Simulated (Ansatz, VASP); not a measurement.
**Two plane-wave programs on LiCl**

```
CELL_PARAMETERS angstrom
0.00000 2.73304 2.73304
2.81503 0.00000 2.73304
2.81503 2.73304 0.00000
ATOMIC_POSITIONS crystal
Li 0.00000 0.00000 0.00000
Cl 0.25000 0.25000 0.25000
```

Change from the starting cell: uniaxial_x strain +3.0%.

Alike in both runs: task single point; functional PBE; k mesh 8 × 8 × 8; occupations fermi-dirac, width 0.02 eV; no spin polarisation.

|  | VASP | Ansatz |
| --- | --- | --- |
| version | VASP 6.6.1 | Ansatz 0.2.0 |
| potentials or method | VASP PAW PBE potentials, release 64 (Li_sv, Cl) | plane waves, PAW |
| plane-wave cutoff (eV) | 520 | 420 |
| valence electrons in the cell | 10 | 10 |

|  | VASP | Ansatz | Ansatz less VASP |
| --- | --- | --- | --- |
| gap on the k mesh at the Fermi level (eV) | 5.93 | 5.93 | -0.006 |

The functional is the same, so the differences come from potentials, cutoffs and numerics.

Noted on VASP's run: the cutoff is short for stress, so the pressure is rough.
